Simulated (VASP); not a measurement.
Write the native input for VASP 6.6.1 that does the following.

* Task: single point
* Functional: PBE-based screened hybrid
* Potentials or basis: VASP PAW PBE potentials, release 64 (Si, C)
* Cutoff: 520 eV
* k mesh: 6 × 6 × 6
* Occupations: fermi-dirac, width 0.02 eV
* Spin: no spin polarisation
* Dipole correction: no
* Grid for exact exchange (PRECFOCK): Normal
* Share of exact exchange: 0.05
* Further INCAR settings: ALGO = Normal; EDIFF = 1e-07; NBANDS = 11
* Screening parameter: 0.5 1/Å

SiC:

```
Si C
1.0
     0.00000    2.01387    2.01387
     2.01387    0.00000    2.01387
     2.01387    2.01387    0.00000
Si C
1 1
Direct
  0.00000 0.00000 0.00000
  0.50000 0.50000 0.50000
```

These files were run (other wordings do the same):

POSCAR

```
SiC
1.0
    0.0000000000      2.0138689999      2.0138689999
    2.0138689999      0.0000000000      2.0138689999
    2.0138689999      2.0138689999      0.0000000000
Si C
1 1
Direct
    0.0000000000      0.0000000000      0.0000000000
    0.5000000000      0.5000000000      0.5000000000
```

INCAR.step1

```
PREC = Accurate
ENCUT = 520
EDIFF = 1E-5
ISMEAR = -1
SIGMA = 0.02
LREAL = F
LASPH = T
NELM = 100
ALGO = Normal
ISIF = 2
LWAVE = T
LCHARG = F
NBANDS = 11
GGA = PE
```

INCAR.step2

```
PREC = Accurate
ENCUT = 520
EDIFF = 1E-7
ISMEAR = -1
SIGMA = 0.02
LREAL = F
LASPH = T
NELM = 100
ALGO = Normal
ISIF = 2
LWAVE = F
LCHARG = F
GGA = PE
LHFCALC = T
AEXX = 0.05
HFSCREEN = 0.5
PRECFOCK = Normal
NBANDS = 11
ISTART = 1
```

KPOINTS

```
regular mesh
0
Gamma
  6 6 6
```

Potentials or basis: VASP PAW PBE potentials, release 64 (Si, C).

Command:

```bash
$ cat potpaw_PBE.64/Si/POTCAR potpaw_PBE.64/C/POTCAR > POTCAR
$ cp INCAR.step1 INCAR
$ mpirun -np 1 vasp_std > vasp.out
$ cp INCAR.step2 INCAR
$ mpirun -np 1 vasp_std > vasp.out
```

It gave:

```
Pressure               : 3.9 GPa
Band gap on the k mesh : zero (band 4 reaches 12.63 eV, above the bottom of band 5 at 11.81 eV)
```

Caveat: the k points lie up to 0.45 Å⁻¹ apart; the PAW data sets were made with another functional, which shifts forces and pressure a little.

Wall time 2.8 min on 1 thread of AMD EPYC 7R13 Processor (Zen 3) (shared host), peak memory 0.21 GiB.
